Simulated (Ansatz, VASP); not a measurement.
# Two plane-wave programs on Yb

```
CELL_PARAMETERS angstrom
0.00000 2.61516 2.61516
2.61516 0.00000 2.61516
2.61516 2.61516 0.00000
ATOMIC_POSITIONS crystal
Yb 0.00000 0.00000 0.00000
```

Alike in both runs: task single point; functional PBE; k mesh 10 × 10 × 10; occupations gaussian, width 0.3 eV; no spin polarisation.

```csv
,VASP,Ansatz
version,VASP 6.6.1,Ansatz 0.2.0
potentials or method,"VASP PAW PBE potentials, release 64 (Yb), cutoff 520 eV","plane waves (420 eV) with PAW, scalar-relativistic"
valence electrons in the cell,24,24
```

VASP gave:

| Quantity | Value |
| --- | --- |
| pressure (GPa) | -0.2 |

Question: Estimate Ansatz's values.

Answer: Pressure (GPa): 0.0.

With one functional, cell and mesh, what is left measures potentials, basis and numerics.

Spin-orbit coupling is off throughout.
